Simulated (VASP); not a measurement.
# BN (CsCl type) (Pm-3m) in VASP: a series of runs

Runs on BN (CsCl type). Level: PBE. Tasks: single point.

All numbers are computed with VASP 6.6.1; they aren't measurements. Logs are shortened: lines on timing, memory, paths and dates and some standing lists are left out, and cuts for length are marked.

## (1) The cell of the first run

Symmetry: Pm-3m, No. 221, cubic system. Conventional cell: a = 2.224 Å, b = 2.224 Å, c = 2.224 Å, α = 90.00°, β = 90.00°, γ = 90.00°. Within 2.6 Å of B (site symmetry m-3m) lie 8 N at 1.93 Å and 6 B at 2.22 Å. N (site symmetry m-3m) has 8 B at 1.93 Å and 6 N at 2.22 Å within 2.6 Å.

## (2) Single point, PBE (volume scaled by 0.88)

File INCAR:

```
SYSTEM = BN
PREC = Accurate
ENCUT = 520
EDIFF = 1E-6
ISMEAR = -1
SIGMA = 0.05
LREAL = .False.
LASPH = .True.
NELM = 80
ALGO = Normal
ISIF = 2
LWAVE = .False.
LCHARG = .False.
GGA = PE
NBANDS = 11
```

File KPOINTS:

```
Automatic mesh
0
Gamma
  14 14 14
  0 0 0
```

File POSCAR:

```
BN
1.0
    2.2235671063      0.0000000000      0.0000000000
    0.0000000000      2.2235671063      0.0000000000
    0.0000000000      0.0000000000      2.2235671063
B N
1 1
Direct
    0.0000000000      0.0000000000      0.0000000000
    0.5000000000      0.5000000000      0.5000000000
```

Potentials or basis: VASP PAW PBE potentials, release 64 (B, N).

On the command line:

```console
cat potpaw_PBE.64/B/POTCAR potpaw_PBE.64/N/POTCAR > POTCAR
mpirun -np 1 vasp_std > vasp.out
```

OUTCAR:

```text
SYSTEM = BN
   PREC = Accurate
   ENCUT = 520
   EDIFF = 1E-6
   ISMEAR = -1
   LREAL = .False.
   LASPH = .True.
   NELM = 80
   ISIF = 2
   GGA = PE

 ion  position               nearest neighbor table
   1  0.000  0.000  0.000-   2 1.93   2 1.93   2 1.93   2 1.93   2 1.93   2 1.93   2 1.93   2 1.93

   2  0.500  0.500  0.500-   1 1.93   1 1.93   1 1.93   1 1.93   1 1.93   1 1.93   1 1.93   1 1.93

  LATTYP: Found a simple cubic cell.
 ALAT       =     2.2235671063

  Lattice vectors:

 A1 = (   2.2235671063,   0.0000000000,   0.0000000000)
 A2 = (   0.0000000000,   2.2235671063,   0.0000000000)
 A3 = (   0.0000000000,   0.0000000000,   2.2235671063)

Analysis of symmetry for initial positions (statically):
=====================================================================
 Subroutine PRICEL returns:
 Original cell was already a primitive cell.

 Routine SETGRP: Setting up the symmetry group for a
 simple cubic supercell.

 Subroutine GETGRP returns: Found 48 space group operations
 (whereof 48 operations were pure point group operations)
 out of a pool of 48 trial point group operations.

The static configuration has the point symmetry O_h .

Analysis of symmetry for dynamics (positions and initial velocities):
=====================================================================
 Subroutine PRICEL returns:
 Original cell was already a primitive cell.

 Routine SETGRP: Setting up the symmetry group for a
 simple cubic supercell.

 Subroutine GETGRP returns: Found 48 space group operations
 (whereof 48 operations were pure point group operations)
 out of a pool of 48 trial point group operations.

The dynamic configuration has the point symmetry O_h .

 Subroutine INISYM returns: Found 48 space group operations
 (whereof 48 operations are pure point group operations),
 and found     1 'primitive' translations

----------------------------------------------------------------------------------------

                                     Primitive cell

  volume of cell :      10.9939

  direct lattice vectors                    reciprocal lattice vectors
     2.223567106  0.000000000  0.000000000     0.449727826  0.000000000  0.000000000
     0.000000000  2.223567106  0.000000000     0.000000000  0.449727826  0.000000000
     0.000000000  0.000000000  2.223567106     0.000000000  0.000000000  0.449727826

  length of vectors
     2.223567106  2.223567106  2.223567106     0.449727826  0.449727826  0.449727826

  position of ions in fractional coordinates (direct lattice)
[... 8 lines left out ...]
----------------------------------------------------------------------------------------

 KPOINTS: Automatic mesh

Automatic generation of k-mesh.
 Grid dimensions read from file:
 generate k-points for:   14   14   14

 Generating k-lattice:

  Cartesian coordinates                     Fractional coordinates (reciprocal lattice)
     0.032123416  0.000000000  0.000000000     0.071428571  0.000000000  0.000000000
     0.000000000  0.032123416  0.000000000     0.000000000  0.071428571  0.000000000
     0.000000000  0.000000000  0.032123416     0.000000000  0.000000000  0.071428571

  Length of vectors
     0.032123416  0.032123416  0.032123416

  Shift w.r.t. Gamma in fractional coordinates (k-lattice)
     0.000000000  0.000000000  0.000000000

 Subroutine IBZKPT returns following result:
 ===========================================

 Found    120 irreducible k-points:

 Following reciprocal coordinates:
            Coordinates               Weight
  0.000000  0.000000  0.000000      1.000000
  0.071429  0.000000  0.000000      6.000000
  0.142857  0.000000  0.000000      6.000000
  0.214286  0.000000  0.000000      6.000000
  0.285714  0.000000  0.000000      6.000000
  0.357143  0.000000  0.000000      6.000000
[... 16 lines left out ...]
  0.285714  0.214286  0.000000     24.000000
  0.357143  0.214286  0.000000     24.000000
 [... further k-points ...]
   k-points           NKPTS =    120   k-points in BZ     NKDIM =    120   number of bands    NBANDS=     11
   number of dos      NEDOS =    301   number of ions     NIONS =      2
   total plane-waves  NPLWV =   5832
   dimension x,y,z NGX =    18 NGY =   18 NGZ =   18
   dimension x,y,z NGXF=    36 NGYF=   36 NGZF=   36
   ions per type =               1   1
   NGX,Y,Z   is equivalent  to a cutoff of  13.46, 13.46, 13.46 a.u.
   NGXF,Y,Z  is equivalent  to a cutoff of  26.92, 26.92, 26.92 a.u.
 SYSTEM =  BN
   PREC   = accura    normal or accurate (medium, high low for compatibility)
   ISTART =      0    job   : 0-new  1-cont  2-samecut
   ICHARG =      2    charge: 1-file 2-atom 10-const
   ISPIN  =      1    spin polarized calculation?
   LNONCOLLINEAR =      F non collinear calculations
   LSORBIT =      F    spin-orbit coupling
   LASPH  =      T    aspherical Exc in radial PAW
   ENCUT  =  520.0 eV  38.22 Ry    6.18 a.u.   4.13  4.13  4.13*2*pi/ulx,y,z
   NELM   =     80;   NELMIN=  2; NELMDL= -5     # of ELM steps
   EDIFF  = 0.1E-05   stopping-criterion for ELM
   LREAL  =      F    real-space projection
   EDIFFG = 0.1E-04   stopping-criterion for IOM
   NSW    =      0    number of steps for IOM
   IBRION =     -1    ionic relax: 0-MD 1-quasi-New 2-CG
   NFREE  =      0    steps in history (QN), initial steepest desc. (CG)
   ISIF   =      2    stress and relaxation
   ISYM   =      2    0-nonsym 1-usesym 2-fastsym
   POTIM  = 0.5000    time-step for ionic-motion
   TEBEG  =    0.0;   TEEND  =   0.0 temperature during run
   PSTRESS=    0.0 pullay stress
   NELECT =       8.0000    total number of electrons
   NUPDOWN=      -1.0000    fix difference up-down
   EMIN   =  10.00;   EMAX   =-10.00  energy-range for DOS
   EFERMI =   0.00;   METHOD = LEGACY
   ISMEAR =    -1;   SIGMA  =   0.05  broadening in eV -4-tet -1-fermi 0-gaus
   EFERMI_NEDOS =   21; number of points for ismear=-14 and -15
   IALGO  =     38    algorithm
   IMIX   =      4    mixing-type and parameters
     AMIX     =   0.40;   BMIX     =  1.00
     AMIX_MAG =   1.60;   BMIX_MAG =  1.00
  volume/ion in A,a.u.               =       5.50        37.10
  Fermi-wavevector in a.u.,A,eV,Ry     =   1.472498  2.782617 29.500820  2.168249
  Thomas-Fermi vector in A             =   2.587505
   LORBIT       =      0    0 simple, 1 ext, 2 COOP (PROOUT), +10 PAW based schemes
   GGA     = PE    functional components
   LHFCALC =     F    Hartree Fock is set to
   AEXX    =    0.0000 exact exchange contribution
   IVDW    =     0    specifies the selected vdW correction
   LEPSILON=     F    determine dielectric tensor
   LRPA    =     F    only Hartree local field effects (RPA)
 non-spin polarized calculation
  energy-cutoff  :      520.00
  volume of cell :       10.99
 maximum number of plane-waves:       308
 NGX is ok and might be reduce to    18
   NGX =  9   NGY =  9   NGZ =  9

 number of electron       8.0000001 magnetization

 Free energy of the ion-electron system (eV)
  ---------------------------------------------------
  ext. energy  EPLUGINS =         0.00000000
  ---------------------------------------------------
  free energy    TOTEN  =        -9.84362452 eV

  energy without entropy =       -9.83742351  energy(sigma->0) =       -9.84052401

 E-fermi :  10.8485     XC(G=0): -13.7950

 val. band max:       10.8365991050   @ k =   0.3571   0.3571   0.0000
 cond. band min:      10.8533205867   @ k =   0.5000   0.2857   0.0000
 fundamental gap:      0.0167214818
 Fermi energy:        10.8484775478

 k-point     1 :       0.0000    0.0000    0.0000
  band No.  band energies     occupation
      1     -12.0283      2.00000
      2       8.4311      2.00000
      3       8.4311      2.00000
      4       8.4311      2.00000
      5      14.0282      0.00000
      6      23.1100      0.00000
      7      23.1100      0.00000
      8      23.2604      0.00000
      9      23.2604      0.00000
     10      23.2604      0.00000
     11      47.9558      0.00000

 k-point     2 :       0.0714    0.0000    0.0000
  band No.  band energies     occupation
      1     -11.9086      2.00000
      2       7.5789      2.00000
      3       8.5349      2.00000
      4       8.5349      2.00000
      5      14.3295      0.00000
      6      22.4080      0.00000
      7      23.0721      0.00000
      8      23.0721      0.00000
      9      23.2645      0.00000
     10      24.6672      0.00000
     11      47.1766      0.00000

 k-point     3 :       0.1429    0.0000    0.0000
  band No.  band energies     occupation
      1     -11.5527      2.00000
      2       5.6551      2.00000
      3       8.8401      2.00000
      4       8.8401      2.00000
      5      14.8323      0.00000
      6      21.8327      0.00000
      7      22.5197      0.00000
      8      22.5197      0.00000
      9      23.7280      0.00000
     10      27.1418      0.00000
     11      45.3375      0.00000

 k-point     4 :       0.2143    0.0000    0.0000
  band No.  band energies     occupation
      1     -10.9689      2.00000
      2       3.4014      2.00000
      3       9.3266      2.00000
      4       9.3266      2.00000
      5      15.2489      0.00000
      6      21.2410      0.00000
      7      21.6613      0.00000
      8      21.6613      0.00000
      9      24.5002      0.00000
     10      30.4285      0.00000
     11      41.8051      0.00000
[... 239 lines left out ...]
 k-point    22 :       0.2143    0.2143    0.0000
  band No.  band energies     occupation
      1      -9.9064      2.00000
      2       4.0780      2.00000
      3       4.5986      2.00000
      4      10.1319      2.00000
      5      17.0297      0.00000
      6      17.6253      0.00000
      7      21.0176      0.00000
      8      21.5177      0.00000
      9      29.0188      0.00000
     10      33.4409      0.00000
     11      38.7807      0.00000

 k-point    23 :       0.2857    0.2143    0.0000
  band No.  band energies     occupation
      1      -9.1119      2.00000
      2       2.0823      2.00000
      3       5.0468      2.00000
      4      10.6786      1.93523
      5      16.0007      0.00000
      6      17.5786      0.00000
      7      20.4889      0.00000
      8      21.2497      0.00000
      9      30.3687      0.00000
     10      36.4427      0.00000
     11      37.7312      0.00000

 k-point    24 :       0.3571    0.2143    0.0000
  band No.  band energies     occupation
      1      -8.1598      2.00000
      2       0.0681      2.00000
      3       5.7892      2.00000
      4      11.2535      0.00061
      5      14.5224      0.00000
      6      18.0188      0.00000
      7      19.8819      0.00000
      8      20.9232      0.00000
      9      31.5061      0.00000
     10      36.7073      0.00000
     11      39.4999      0.00000

 [... further k-points ...]

------------------------ aborting loop because EDIFF is reached ----------------------------------------

  FORCE on cell =-STRESS in cart. coord.  units (eV):
  Direction    XX          YY          ZZ          XY          YZ          ZX
  --------------------------------------------------------------------------------------
  -------------------------------------------------------------------------------------
  Total        2.7629488      2.7629488      2.7629488     -0.0000000      0.0000000     -0.0000000
  in kB      402.6546313    402.6546313    402.6546313     -0.0000000      0.0000000     -0.0000000
  external PRESSURE =     402.6546313 kB  Pullay stress =       0.0000000 kB

 VOLUME and BASIS-vectors are now :
 -----------------------------------------------------------------------------
  energy-cutoff  :      520.00
  volume of cell :       10.99
      direct lattice vectors                 reciprocal lattice vectors
     2.223567106  0.000000000  0.000000000     0.449727826  0.000000000  0.000000000
     0.000000000  2.223567106  0.000000000     0.000000000  0.449727826  0.000000000
     0.000000000  0.000000000  2.223567106     0.000000000  0.000000000  0.449727826

 POSITION                                       TOTAL-FORCE (eV/Angst)
 -----------------------------------------------------------------------------------
      0.00000      0.00000      0.00000         0.000000      0.000000      0.000000
      1.11178      1.11178      1.11178         0.000000      0.000000      0.000000
 -----------------------------------------------------------------------------------
    total drift:                                0.000000     -0.000000      0.000000

  FREE ENERGIE OF THE ION-ELECTRON SYSTEM (eV)
  ---------------------------------------------------
  free  energy   TOTEN  =        -9.8436245232 eV

  energy  without entropy=       -9.8374235056  energy(sigma->0) =       -9.84052401
```

It took 9.7 s on 1 thread of AMD EPYC 7R43 (Zen 3), shared host; peak memory 0.09 GiB.

What came out:

| Quantity | Value |
| --- | --- |
| Free energy | -9.8436 eV |
| Pressure | 40.3 GPa |
| Band gap on the k mesh | zero (band 4 reaches 11.90 eV, above the bottom of band 5 at 8.28 eV) |

(Part 1 of 2 ends here.)
